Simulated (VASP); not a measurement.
**MoS2: relaxation of cell and atoms with PBEsol**

MoS2:

```
Mo S
1.0
     1.59215    0.91923    6.48210
    -1.59215    0.91923    6.48210
     0.00000   -1.83846    6.48210
Mo S
1 2
Direct
  0.00022 0.00022 0.00022
  0.58707 0.58707 0.58707
  0.74670 0.74670 0.74670
```

```
Program                : VASP 6.6.1
Task                   : relaxation of cell and atoms
Functional             : PBEsol
Potentials or basis    : VASP PAW PBE potentials, release 64 (Mo_sv, S)
Cutoff                 : 300 eV
k mesh                 : 12 × 12 × 12
Occupations            : gaussian, width 0.02 eV
Spin                   : no spin polarisation
Further INCAR settings : ALGO = Normal; EDIFF = 1e-07; IBRION = 2; EDIFFG = -0.005; NSW = 90; ISIF = 3
```

```json
{
 "Relaxed volume": "17.55 Å³/atom",
 "Relaxed cell": "a = 6.424 Å, b = 6.424 Å, c = 6.424 Å, α = 28.29°, β = 28.29°, γ = 28.29°",
 "Space group after relaxing (to 0.1 Å)": "R3m (No. 160)",
 "Energy gained by relaxing": "10.0 meV/atom",
 "Ionic steps": "38",
 "Pressure after relaxing": "0.0 GPa",
 "Band gap on the k mesh": "0.92 eV (least direct gap 1.81 eV)"
}
```

The path:
```csv
step,energy change (eV),largest force (eV/Å),pressure (GPa),volume (Å³)
1,0.0000,0.1270,-3.51,56.92
2,0.0222,0.8941,6.31,53.56
3,-0.0172,0.2585,0.11,55.55
4,-0.0214,0.0002,-0.18,55.25
5,-0.0216,0.0450,-0.13,55.30
6,-0.0220,0.0544,-0.03,55.18
7,-0.0232,0.0839,0.28,54.82
8,-0.0245,0.1448,0.94,54.10
9,-0.0228,0.2765,2.44,52.66
10,-0.0245,0.1861,1.35,53.72
11,-0.0246,0.1849,1.35,53.71
12,-0.0248,0.1811,1.33,53.68
13,-0.0252,0.1732,1.30,53.62
14,-0.0258,0.1578,1.23,53.49
15,-0.0270,0.1276,1.11,53.24
16,-0.0287,0.0694,0.88,52.75
17,-0.0283,0.0460,0.57,51.75
18,-0.0291,0.0275,0.77,52.32
19,-0.0295,0.0107,0.52,52.45
20,-0.0299,0.0261,0.00,52.75
21,-0.0299,0.0292,-0.04,52.78
22,-0.0300,0.0167,-0.01,52.78
23,-0.0300,0.0121,0.06,52.80
24,-0.0300,0.0076,0.01,52.81
25,-0.0300,0.0047,-0.03,52.82
26,-0.0300,0.0054,-0.02,52.82
27,-0.0301,0.0077,-0.01,52.81
28,-0.0301,0.0123,0.01,52.78
29,-0.0301,0.0215,0.04,52.74
30,-0.0301,0.0169,0.03,52.76
31,-0.0301,0.0165,0.02,52.76
32,-0.0301,0.0150,0.02,52.76
33,-0.0301,0.0123,0.00,52.75
34,-0.0301,0.0069,-0.03,52.73
35,-0.0301,0.0040,-0.10,52.69
36,-0.0301,0.0006,-0.07,52.71
37,-0.0301,0.0009,-0.05,52.69
38,-0.0301,0.0015,0.00,52.64
```

Final structure:
```xyz
3
Lattice="1.5702 0.9066 6.1631 -1.5702 0.9066 6.1631 0.0000 -1.8131 6.1631" Properties=species:S:1:pos:R:3 pbc="T T T"
Mo    0.0000    0.0000    0.0044
S     0.0000    0.0000   10.7719
S     0.0000    0.0000   13.8884
```

Levels at points of the mesh, in eV from the valence-band top:
```tsv
k point	band 9	band 10	band 11	band 12	band 13	band 14	band 15	band 16	band 17
(0.00, 0.00, 0.00)	-3.30	-2.17	-2.17	-1.27	-1.24	2.15	2.15	2.54	2.54
(0.50, 0.00, 0.00)	-5.03	-3.93	-2.36	-1.49	-1.46	1.75	2.12	3.54	3.56
(0.50, 0.50, 0.00)	-4.73	-3.86	-2.95	-1.68	-1.27	1.71	2.27	3.05	4.00
(0.50, 0.50, 0.50)	-3.32	-3.32	-2.14	-2.14	0.00	2.25	2.25	2.41	2.41
```

Run time: 58 min on 1 thread of Intel(R) Xeon(R) Platinum 8488C (Sapphire Rapids), on a shared host, peak memory 0.29 GiB.

Caveat: the cutoff is under 1.25 times the usual one of these potentials, so pressure, stress and relaxed cells hold a basis-set (Pulay) error; the PAW data sets were made with another functional, which shifts forces and pressure a little. A k mesh can miss the band edges.
